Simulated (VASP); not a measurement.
# Nb (Fm-3m) in VASP: a series of runs

The runs below take Nb through single point, with BLYP.

Everything below comes from runs of VASP 6.6.1. Logs are shortened: lines on timing, memory, paths and dates and some standing lists are left out, and cuts for length are marked.

**1. The cell of the first run**

Symmetry: Fm-3m, No. 225, cubic system. The conventional cell has a = 4.215 Å, b = 4.215 Å, c = 4.215 Å, α = 90.00°, β = 90.00°, γ = 90.00°. Within 3.9 Å of Nb (site symmetry m-3m) lie 12 Nb at 2.98 Å.

**2. Single point, BLYP (volume scaled by 0.96)**

INCAR

```
SYSTEM = Nb
  PREC = Accurate
  ENCUT = 520
  EDIFF = 1E-7
  ISMEAR = -1
  SIGMA = 0.1
  LREAL = .FALSE.
  LASPH = .TRUE.
  NELM = 100
  ALGO = Normal
  ISIF = 2
  LWAVE = .FALSE.
  LCHARG = .FALSE.
  GGA = B5
  ALDAX = 1.0
  AGGAX = 1.0
  AGGAC = 1.0
  ALDAC = 0.0
  NBANDS = 12
```

KPOINTS

```
Automatic mesh
0
G
  14 14 14
  0 0 0
```

POSCAR

```
Nb
1.0
    0.0000000000      2.1075374590      2.1075374590
    2.1075374590      0.0000000000      2.1075374590
    2.1075374590      2.1075374590      0.0000000000
Nb
1
Direct
    0.0000000000      0.0000000000      0.0000000000
```

Potentials or basis: VASP PAW PBE potentials, release 64 (Nb_sv).

Run with:

```bash
> cat potpaw_PBE.64/Nb_sv/POTCAR > POTCAR
> mpirun -np 1 vasp_std > vasp.out
```

OUTCAR:

```text
SYSTEM = Nb
   PREC = Accurate
   ENCUT = 520
   EDIFF = 1E-7
   ISMEAR = -1
   LREAL = .FALSE.
   LASPH = .TRUE.
   NELM = 100
   ISIF = 2
   GGA = B5

 ion  position               nearest neighbor table
   1  0.000  0.000  0.000-

  LATTYP: Found a face centered cubic cell.
 ALAT       =     4.2150749180

  Lattice vectors:

 A1 = (   0.0000000000,   2.1075374590,   2.1075374590)
 A2 = (   2.1075374590,   0.0000000000,   2.1075374590)
 A3 = (   2.1075374590,   2.1075374590,   0.0000000000)

Analysis of symmetry for initial positions (statically):
=====================================================================
 Subroutine PRICEL returns:
 Original cell was already a primitive cell.

 Routine SETGRP: Setting up the symmetry group for a
 face centered cubic supercell.

 Subroutine GETGRP returns: Found 48 space group operations
 (whereof 48 operations were pure point group operations)
 out of a pool of 48 trial point group operations.

The static configuration has the point symmetry O_h .

Analysis of symmetry for dynamics (positions and initial velocities):
=====================================================================
 Subroutine PRICEL returns:
 Original cell was already a primitive cell.

 Routine SETGRP: Setting up the symmetry group for a
 face centered cubic supercell.

 Subroutine GETGRP returns: Found 48 space group operations
 (whereof 48 operations were pure point group operations)
 out of a pool of 48 trial point group operations.

The dynamic configuration has the point symmetry O_h .

 Subroutine INISYM returns: Found 48 space group operations
 (whereof 48 operations are pure point group operations),
 and found     1 'primitive' translations

----------------------------------------------------------------------------------------

                                     Primitive cell

  volume of cell :      18.7222

  direct lattice vectors                    reciprocal lattice vectors
     0.000000000  2.107537459  2.107537459    -0.237243707  0.237243707  0.237243707
     2.107537459  0.000000000  2.107537459     0.237243707 -0.237243707  0.237243707
     2.107537459  2.107537459  0.000000000     0.237243707  0.237243707 -0.237243707

  length of vectors
     2.980508058  2.980508058  2.980508058     0.410918155  0.410918155  0.410918155

  position of ions in fractional coordinates (direct lattice)
     0.000000000  0.000000000  0.000000000

  ion indices of the primitive-cell ions
   primitive index   ion index
                 1           1

----------------------------------------------------------------------------------------

 KPOINTS: Automatic mesh

Automatic generation of k-mesh.
 Grid dimensions read from file:
 generate k-points for:   14   14   14

 Generating k-lattice:

  Cartesian coordinates                     Fractional coordinates (reciprocal lattice)
    -0.016945979  0.016945979  0.016945979     0.071428571  0.000000000  0.000000000
     0.016945979 -0.016945979  0.016945979     0.000000000  0.071428571  0.000000000
     0.016945979  0.016945979 -0.016945979     0.000000000  0.000000000  0.071428571

  Length of vectors
     0.029351297  0.029351297  0.029351297

  Shift w.r.t. Gamma in fractional coordinates (k-lattice)
     0.000000000  0.000000000  0.000000000

 Subroutine IBZKPT returns following result:
 ===========================================

 Found    104 irreducible k-points:

 Following reciprocal coordinates:
            Coordinates               Weight
  0.000000  0.000000  0.000000      1.000000
  0.071429  0.000000  0.000000      8.000000
  0.142857  0.000000  0.000000      8.000000
  0.214286  0.000000  0.000000      8.000000
  0.285714  0.000000  0.000000      8.000000
  0.357143  0.000000  0.000000      8.000000
[... 16 lines left out ...]
  0.214286  0.142857  0.000000     24.000000
  0.285714  0.142857  0.000000     24.000000
 [... further k-points ...]
   k-points           NKPTS =    104   k-points in BZ     NKDIM =    104   number of bands    NBANDS=     12
   number of dos      NEDOS =    301   number of ions     NIONS =      1
   total plane-waves  NPLWV =  13824
   dimension x,y,z NGX =    24 NGY =   24 NGZ =   24
   dimension x,y,z NGXF=    48 NGYF=   48 NGZF=   48
   ions per type =               1
   NGX,Y,Z   is equivalent  to a cutoff of  13.39, 13.39, 13.39 a.u.
   NGXF,Y,Z  is equivalent  to a cutoff of  26.77, 26.77, 26.77 a.u.
 SYSTEM =  Nb
   PREC   = accura    normal or accurate (medium, high low for compatibility)
   ISTART =      0    job   : 0-new  1-cont  2-samecut
   ICHARG =      2    charge: 1-file 2-atom 10-const
   ISPIN  =      1    spin polarized calculation?
   LNONCOLLINEAR =      F non collinear calculations
   LSORBIT =      F    spin-orbit coupling
   LASPH  =      T    aspherical Exc in radial PAW
   ENCUT  =  520.0 eV  38.22 Ry    6.18 a.u.   5.54  5.54  5.54*2*pi/ulx,y,z
   NELM   =    100;   NELMIN=  2; NELMDL= -5     # of ELM steps
   EDIFF  = 0.1E-06   stopping-criterion for ELM
   LREAL  =      F    real-space projection
   EDIFFG = 0.1E-05   stopping-criterion for IOM
   NSW    =      0    number of steps for IOM
   IBRION =     -1    ionic relax: 0-MD 1-quasi-New 2-CG
   NFREE  =      0    steps in history (QN), initial steepest desc. (CG)
   ISIF   =      2    stress and relaxation
   ISYM   =      2    0-nonsym 1-usesym 2-fastsym
   POTIM  = 0.5000    time-step for ionic-motion
   TEBEG  =    0.0;   TEEND  =   0.0 temperature during run
   PSTRESS=    0.0 pullay stress
   NELECT =      13.0000    total number of electrons
   NUPDOWN=      -1.0000    fix difference up-down
   EMIN   =  10.00;   EMAX   =-10.00  energy-range for DOS
   EFERMI =   0.00;   METHOD = LEGACY
   ISMEAR =    -1;   SIGMA  =   0.10  broadening in eV -4-tet -1-fermi 0-gaus
   EFERMI_NEDOS =   21; number of points for ismear=-14 and -15
   IALGO  =     38    algorithm
   IMIX   =      4    mixing-type and parameters
     AMIX     =   0.40;   BMIX     =  1.00
     AMIX_MAG =   1.60;   BMIX_MAG =  1.00
  volume/ion in A,a.u.               =      18.72       126.34
  Fermi-wavevector in a.u.,A,eV,Ry     =   1.449675  2.739489 28.593427  2.101558
  Thomas-Fermi vector in A             =   2.567374
   LORBIT       =      0    0 simple, 1 ext, 2 COOP (PROOUT), +10 PAW based schemes
   GGA     = B5    functional components
   LHFCALC =     F    Hartree Fock is set to
   AEXX    =    0.0000 exact exchange contribution
   IVDW    =     0    specifies the selected vdW correction
   LEPSILON=     F    determine dielectric tensor
   LRPA    =     F    only Hartree local field effects (RPA)
 non-spin polarized calculation
  energy-cutoff  :      520.00
  volume of cell :       18.72
 maximum number of plane-waves:       531
 NGX is ok and might be reduce to    24
   NGX = 11   NGY = 11   NGZ = 11

 number of electron      13.0000001 magnetization

 Free energy of the ion-electron system (eV)
  ---------------------------------------------------
  ext. energy  EPLUGINS =         0.00000000
  ---------------------------------------------------
  free energy    TOTEN  =        -8.56029681 eV

  energy without entropy =       -8.50848753  energy(sigma->0) =       -8.53439217

 E-fermi :  11.5475     XC(G=0): -11.6917

 val. band max:       11.5297157592   @ k =   0.3571   0.2143   0.0000
 cond. band min:      11.5505624518   @ k =   0.3571   0.0714   0.0000
 fundamental gap:      0.0208466926
 Fermi energy:        11.5475245267

 k-point     1 :       0.0000    0.0000    0.0000
  band No.  band energies     occupation
      1     -43.1249      2.00000
      2     -18.6248      2.00000
      3     -18.6248      2.00000
      4     -18.6248      2.00000
      5       5.5012      2.00000
      6      11.5783      0.84729
      7      11.5783      0.84729
      8      11.5783      0.84729
      9      14.1531      0.00000
     10      14.1531      0.00000
     11      23.4807      0.00000
     12      28.3108      0.00000

 k-point     2 :       0.0714    0.0000    0.0000
  band No.  band energies     occupation
      1     -43.1153      2.00000
      2     -18.6881      2.00000
      3     -18.6326      2.00000
      4     -18.6326      2.00000
      5       5.6914      2.00000
      6      11.4367      1.50368
      7      11.6651      0.47165
      8      11.6651      0.47164
      9      14.0787      0.00000
     10      14.0787      0.00000
     11      23.8587      0.00000
     12      27.5400      0.00000

 k-point     3 :       0.1429    0.0000    0.0000
  band No.  band energies     occupation
      1     -43.0883      2.00000
      2     -18.8629      2.00000
      3     -18.6546      2.00000
      4     -18.6546      2.00000
      5       6.2198      2.00000
      6      11.1126      1.97450
      7      11.8656      0.07977
      8      11.8656      0.07977
      9      13.9503      0.00000
     10      13.9503      0.00000
     11      24.7729      0.00000
     12      26.2631      0.00000
[... 286 lines left out ...]
 k-point    23 :       0.2143    0.1429    0.0000
  band No.  band energies     occupation
      1     -43.0468      2.00000
      2     -19.0155      2.00000
      3     -18.7474      2.00000
      4     -18.7378      2.00000
      5       7.0192      2.00000
      6      10.3516      1.99999
      7      12.2430      0.00191
      8      12.4624      0.00021
      9      13.0522      0.00000
     10      14.6368      0.00000
     11      26.2824      0.00000
     12      26.6484      0.00000

 k-point    24 :       0.2857    0.1429    0.0000
  band No.  band energies     occupation
      1     -43.0084      2.00000
      2     -19.2335      2.00000
      3     -18.7869      2.00000
      4     -18.7750      2.00000
      5       7.6949      2.00000
      6      10.1447      2.00000
      7      11.7869      0.16723
      8      12.5644      0.00008
      9      13.7700      0.00000
     10      14.9957      0.00000
     11      25.3160      0.00000
     12      27.4342      0.00000

 [... further k-points ...]
[... 5 lines left out ...]
  --------------------------------------------------------------------------------------
  -------------------------------------------------------------------------------------
  Total        0.7362069      0.7362069      0.7362069      0.0000000     -0.0000000      0.0000000
  in kB       63.0020312     63.0020312     63.0020312      0.0000000     -0.0000000      0.0000000
  external PRESSURE =      63.0020312 kB  Pullay stress =       0.0000000 kB

 VOLUME and BASIS-vectors are now :
 -----------------------------------------------------------------------------
  energy-cutoff  :      520.00
  volume of cell :       18.72
      direct lattice vectors                 reciprocal lattice vectors
     0.000000000  2.107537459  2.107537459    -0.237243707  0.237243707  0.237243707
     2.107537459  0.000000000  2.107537459     0.237243707 -0.237243707  0.237243707
     2.107537459  2.107537459  0.000000000     0.237243707  0.237243707 -0.237243707

 POSITION                                       TOTAL-FORCE (eV/Angst)
 -----------------------------------------------------------------------------------
      0.00000      0.00000      0.00000        -0.000000     -0.000000     -0.000000
 -----------------------------------------------------------------------------------
    total drift:                               -0.000000     -0.000000     -0.000000

  FREE ENERGIE OF THE ION-ELECTRON SYSTEM (eV)
  ---------------------------------------------------
  free  energy   TOTEN  =        -8.5602968090 eV

  energy  without entropy=       -8.5084875260  energy(sigma->0) =       -8.53439217
```

Wall time 61 s (1 thread of AMD EPYC, shared host); peak memory 0.12 GiB.

Results:

* Free energy: -8.5603 eV
* Pressure: 6.3 GPa

Caveat: the cell differs from its parent crystal (volume scaled by 0.96); the PAW data sets were made with another functional, which shifts forces and pressure a little.

**3. Single point, BLYP**

This run uses another cell than the first one, of 19.50 Å³/atom, 1.042 times its volume.

INCAR

```
SYSTEM = Nb
AGGAC = 1.0 ; AGGAX = 1.0
ALDAC = 0.0 ; ALDAX = 1.0
ALGO = Normal ; EDIFF = 1E-7
ENCUT = 520 ; GGA = B5
ISIF = 2 ; ISMEAR = -1
LASPH = .TRUE. ; LCHARG = .TRUE.
LELF = .TRUE. ; LREAL = .FALSE.
LVHAR = .TRUE. ; LWAVE = .FALSE.
NBANDS = 12 ; NELM = 60
PREC = Accurate ; SIGMA = 0.1
```

KPOINTS

```
k-points
0
G
  14 14 14
  0 0 0
```

POSCAR

```
Nb
1.0
    0.0000000000      2.1364114232      2.1364114232
    2.1364114232      0.0000000000      2.1364114232
    2.1364114232      2.1364114232      0.0000000000
Nb
1
Direct
    0.0000000000      0.0000000000      0.0000000000
```

Potentials or basis: VASP PAW PBE potentials, release 64 (Nb_sv).

Run with:

```bash
> cat potpaw_PBE.64/Nb_sv/POTCAR > POTCAR
> mpirun -np 1 vasp_std > vasp.out
```

Wall time 61 s (1 thread of AMD EPYC, shared host); peak memory 0.12 GiB.

It converged, with:

```yaml
Free_energy: -8.5748 eV
Pressure: -0.3 GPa
```

Levels at points of the mesh, in eV from the Fermi level:
```
           k point  band 3  band 4  band 5  band 6  band 7  band 8  band 9  band 10
(0.00, 0.00, 0.00)  -30.29  -30.29   -5.95    0.05    0.05    0.05    2.49     2.49
(0.50, 0.00, 0.00)  -30.42  -30.42   -3.66   -0.10   -0.10    1.46    4.32     4.32
(0.50, 0.50, 0.00)  -30.66  -30.66   -3.79   -3.16    3.54    4.30    4.84     4.84
```

Caveat: the PAW data sets were made with another functional, which shifts forces and pressure a little.
